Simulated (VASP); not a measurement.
# C (Fd-3m) in VASP: a series of runs, part 2 of 2

VASP 6.6.1. The steps go on from the part before.

## Step 3: Relaxation of cell and atoms, PBE

This run uses another cell than the first one, of 5.64 Å³/atom.

INCAR reads:

```
ALGO = Normal
EDIFF = 1E-7
EDIFFG = -0.005
ENCUT = 600
GGA = PE
GGA_COMPAT = False
IBRION = 2
ISIF = 3
ISMEAR = 0
LASPH = True
LCHARG = False
LREAL = False
LWAVE = False
NELM = 120
NELMIN = 4
NSW = 80
PREC = Accurate
SIGMA = 0.01
```

KPOINTS reads:

```
k-points
0
Gamma
  13 13 13
```

POSCAR reads:

```
C
1.0
    0.0000000000      1.7803726000      1.7803726000
    1.7803726000      0.0000000000      1.7803726000
    1.7803726000      1.7803726000      0.0000000000
C
2
Direct
    0.0000000000      0.0000000000      0.0000000000
    0.2500000000      0.2500000000      0.2500000000
```

Potentials or basis: VASP PAW PBE potentials, release 64 (C).

Started as:

```
> cat potpaw_PBE.64/C/POTCAR > POTCAR
> mpirun -np 1 vasp_std > vasp.out
```

OUTCAR:

```text
EDIFF = 1E-7
   EDIFFG = -0.005
   ENCUT = 600
   GGA = PE
   IBRION = 2
   ISIF = 3
   ISMEAR = 0
   LASPH = True
   LREAL = False
   NELM = 120
   NELMIN = 4
   NSW = 80
   PREC = Accurate

 ion  position               nearest neighbor table
   1  0.000  0.000  0.000-   2 1.54   2 1.54   2 1.54   2 1.54
   2  0.250  0.250  0.250-   1 1.54   1 1.54   1 1.54   1 1.54

  LATTYP: Found a face centered cubic cell.
 ALAT       =     3.5607452000

  Lattice vectors:

 A1 = (   0.0000000000,   1.7803726000,   1.7803726000)
 A2 = (   1.7803726000,   0.0000000000,   1.7803726000)
 A3 = (   1.7803726000,   1.7803726000,   0.0000000000)

Analysis of symmetry for initial positions (statically):
=====================================================================
 Subroutine PRICEL returns:
 Original cell was already a primitive cell.

 Routine SETGRP: Setting up the symmetry group for a
 face centered cubic supercell.

 Subroutine GETGRP returns: Found 48 space group operations
 (whereof 24 operations were pure point group operations)
 out of a pool of 48 trial point group operations.

The static configuration has the point symmetry T_d .
 The point group associated with its full space group is O_h .

Analysis of symmetry for dynamics (positions and initial velocities):
=====================================================================
 Subroutine PRICEL returns:
 Original cell was already a primitive cell.

 Routine SETGRP: Setting up the symmetry group for a
 face centered cubic supercell.

 Subroutine GETGRP returns: Found 48 space group operations
 (whereof 24 operations were pure point group operations)
 out of a pool of 48 trial point group operations.

The dynamic configuration has the point symmetry T_d .
 The point group associated with its full space group is O_h .

 Subroutine INISYM returns: Found 48 space group operations
 (whereof 24 operations are pure point group operations),
 and found     1 'primitive' translations

----------------------------------------------------------------------------------------

                                     Primitive cell

  volume of cell :      11.2866

  direct lattice vectors                    reciprocal lattice vectors
     0.000000000  1.780372600  1.780372600    -0.280840089  0.280840089  0.280840089
     1.780372600  0.000000000  1.780372600     0.280840089 -0.280840089  0.280840089
     1.780372600  1.780372600  0.000000000     0.280840089  0.280840089 -0.280840089

  length of vectors
     2.517827077  2.517827077  2.517827077     0.486429303  0.486429303  0.486429303

  position of ions in fractional coordinates (direct lattice)
     0.000000000  0.000000000  0.000000000
     0.250000000  0.250000000  0.250000000

  ion indices of the primitive-cell ions
   primitive index   ion index
                 1           1
                 2           2

----------------------------------------------------------------------------------------

 KPOINTS: k-points

Automatic generation of k-mesh.
 Grid dimensions read from file:
 generate k-points for:   13   13   13

[... 43 lines left out ...]
  0.461538  0.153846  0.000000     24.000000
 [... further k-points ...]
   k-points           NKPTS =     84   k-points in BZ     NKDIM =     84   number of bands    NBANDS=      8
   number of dos      NEDOS =    301   number of ions     NIONS =      2
   total plane-waves  NPLWV =   8000
   dimension x,y,z NGX =    20 NGY =   20 NGZ =   20
   dimension x,y,z NGXF=    40 NGYF=   40 NGZF=   40
   ions per type =               2
   NGX,Y,Z   is equivalent  to a cutoff of  13.21, 13.21, 13.21 a.u.
   NGXF,Y,Z  is equivalent  to a cutoff of  26.41, 26.41, 26.41 a.u.
 SYSTEM =  unknown system
   PREC   = accura    normal or accurate (medium, high low for compatibility)
   ISTART =      0    job   : 0-new  1-cont  2-samecut
   ICHARG =      2    charge: 1-file 2-atom 10-const
   ISPIN  =      1    spin polarized calculation?
   LNONCOLLINEAR =      F non collinear calculations
   LSORBIT =      F    spin-orbit coupling
   LASPH  =      T    aspherical Exc in radial PAW
   ENCUT  =  600.0 eV  44.10 Ry    6.64 a.u.   5.03  5.03  5.03*2*pi/ulx,y,z
   NELM   =    120;   NELMIN=  4; NELMDL= -5     # of ELM steps
   EDIFF  = 0.1E-06   stopping-criterion for ELM
   LREAL  =      F    real-space projection
   EDIFFG = -.5E-02   stopping-criterion for IOM
   NSW    =     80    number of steps for IOM
   IBRION =      2    ionic relax: 0-MD 1-quasi-New 2-CG
   NFREE  =      1    steps in history (QN), initial steepest desc. (CG)
   ISIF   =      3    stress and relaxation
   ISYM   =      2    0-nonsym 1-usesym 2-fastsym
   POTIM  = 0.5000    time-step for ionic-motion
   TEBEG  =    0.0;   TEEND  =   0.0 temperature during run
   PSTRESS=    0.0 pullay stress
   NELECT =       8.0000    total number of electrons
   NUPDOWN=      -1.0000    fix difference up-down
   EMIN   =  10.00;   EMAX   =-10.00  energy-range for DOS
   EFERMI =   0.00;   METHOD = LEGACY
   ISMEAR =     0;   SIGMA  =   0.01  broadening in eV -4-tet -1-fermi 0-gaus
   EFERMI_NEDOS =   21; number of points for ismear=-14 and -15
   IALGO  =     38    algorithm
   IMIX   =      4    mixing-type and parameters
     AMIX     =   0.40;   BMIX     =  1.00
     AMIX_MAG =   1.60;   BMIX_MAG =  1.00
  volume/ion in A,a.u.               =       5.64        38.08
  Fermi-wavevector in a.u.,A,eV,Ry     =   1.459656  2.758350 28.988524  2.130596
  Thomas-Fermi vector in A             =   2.576198
   LORBIT       =      0    0 simple, 1 ext, 2 COOP (PROOUT), +10 PAW based schemes
   GGA     = PE    functional components
   LHFCALC =     F    Hartree Fock is set to
   AEXX    =    0.0000 exact exchange contribution
   IVDW    =     0    specifies the selected vdW correction
   LEPSILON=     F    determine dielectric tensor
   LRPA    =     F    only Hartree local field effects (RPA)
 conjugate gradient relaxation of ions
 non-spin polarized calculation
 Gauss-broadening in eV      SIGMA  =   0.01
  energy-cutoff  :      600.00
  volume of cell :       11.29
 maximum number of plane-waves:       386
   NGX =  9   NGY =  9   NGZ =  9

--------------------------------------- Ionic step        1  -------------------------------------------

 number of electron       7.9999999 magnetization

 Free energy of the ion-electron system (eV)
  ---------------------------------------------------
  ext. energy  EPLUGINS =         0.00000000
  ---------------------------------------------------
  free energy    TOTEN  =       -18.18877875 eV

  energy without entropy =      -18.18877875  energy(sigma->0) =      -18.18877875

------------------------ aborting loop because EDIFF is reached ----------------------------------------

  FORCE on cell =-STRESS in cart. coord.  units (eV):
  Direction    XX          YY          ZZ          XY          YZ          ZX
  --------------------------------------------------------------------------------------
  -------------------------------------------------------------------------------------
  Total        0.2839652      0.2839652      0.2839652     -0.0000000      0.0000000      0.0000000
  in kB       40.3100153     40.3100153     40.3100153     -0.0000000      0.0000000      0.0000000
  external PRESSURE =      40.3100153 kB  Pullay stress =       0.0000000 kB
[... 59 lines left out ...]
--------------------------------------- Ionic step        3  -------------------------------------------

 number of electron       7.9999999 magnetization

 Free energy of the ion-electron system (eV)
  ---------------------------------------------------
  ext. energy  EPLUGINS =         0.00000000
  ---------------------------------------------------
  free energy    TOTEN  =       -18.19007218 eV

  energy without entropy =      -18.19007218  energy(sigma->0) =      -18.19007218

 E-fermi :   9.7778     XC(G=0): -13.2300

 val. band max:        9.6691102749   @ k =   0.0000   0.0000   0.0000
 cond. band min:      13.8026625851   @ k =   0.3846   0.3846   0.0000
 fundamental gap:      4.1335523102
 Fermi energy:         9.7777661826

 k-point     1 :       0.0000    0.0000    0.0000
  band No.  band energies     occupation
      1     -11.7521      2.00000
      2       9.6691      2.00000
      3       9.6691      2.00000
      4       9.6691      2.00000
      5      15.2480      0.00000
      6      15.2480      0.00000
      7      15.2480      0.00000
      8      22.9062      0.00000
[... 243 lines left out ...]
 k-point    24 :       0.4615    0.1538    0.0000
  band No.  band energies     occupation
      1      -6.7564      2.00000
      2      -1.5354      2.00000
      3       5.2509      2.00000
      4       5.7826      2.00000
      5      16.7364      0.00000
      6      20.2245      0.00000
      7      20.5095      0.00000
      8      23.5464      0.00000

 [... further k-points ...]
[... 5 lines left out ...]
  --------------------------------------------------------------------------------------
  -------------------------------------------------------------------------------------
  Total       -0.0000656     -0.0000656     -0.0000656      0.0000000      0.0000000     -0.0000000
  in kB       -0.0092216     -0.0092216     -0.0092216      0.0000000      0.0000000     -0.0000000
  external PRESSURE =      -0.0092216 kB  Pullay stress =       0.0000000 kB
[... 17 lines left out ...]
  FREE ENERGIE OF THE ION-ELECTRON SYSTEM (eV)
  ---------------------------------------------------
  free  energy   TOTEN  =       -18.1900721824 eV

  energy  without entropy=      -18.1900721824  energy(sigma->0) =      -18.19007218

 reached required accuracy - stopping structural energy minimisation
```

It took 25 s on 1 thread of Intel Xeon 8259CL, shared host; peak memory 0.12 GiB.

What came out:

```yaml
Free_energy: -18.1901 eV
Relaxed_volume: 5.70 Å³/atom
Relaxed_cell: a = 2.526 Å, b = 2.526 Å, c = 2.526 Å, α = 60.00°, β = 60.00°, γ = 60.00°
Space_group_after_relaxing_to_0.1_Å: Fd-3m (No. 227)
Energy_gained_by_relaxing: 0.6 meV/atom
Ionic_steps: 3
Pressure_after_relaxing: 0.0 GPa
Band_gap_on_the_k_mesh: 4.13 eV (least direct gap 5.58 eV)
```

The path:
```
step  energy change (eV)  largest force (eV/Å)  pressure (GPa)  volume (Å³)
   1              0.0000                0.0000            4.03        11.29
   2              0.0007                0.0000           -4.79        11.52
   3             -0.0013                0.0000            0.00        11.39
```

Final structure:
```cif
data_structure
_symmetry_space_group_name_H-M 'P 1'
_symmetry_Int_Tables_number 1
_cell_length_a 2.5255
_cell_length_b 2.5255
_cell_length_c 2.5255
_cell_angle_alpha 60.000
_cell_angle_beta 60.000
_cell_angle_gamma 60.000
_cell_volume 11.39
loop_
_atom_site_label
_atom_site_type_symbol
_atom_site_fract_x
_atom_site_fract_y
_atom_site_fract_z
_atom_site_occupancy
C1 C 0.00000 0.00000 0.00000 1
C2 C 0.25000 0.25000 0.25000 1
```

Levels at points of the mesh, in eV from the valence-band top:
```
           k point  band 1  band 2  band 3  band 4  band 5  band 6  band 7  band 8
(0.00, 0.00, 0.00)  -21.42    0.00    0.00    0.00    5.58    5.58    5.58   13.24
```

Caveat: an odd mesh through Γ misses points on the zone boundary, where band edges can lie.
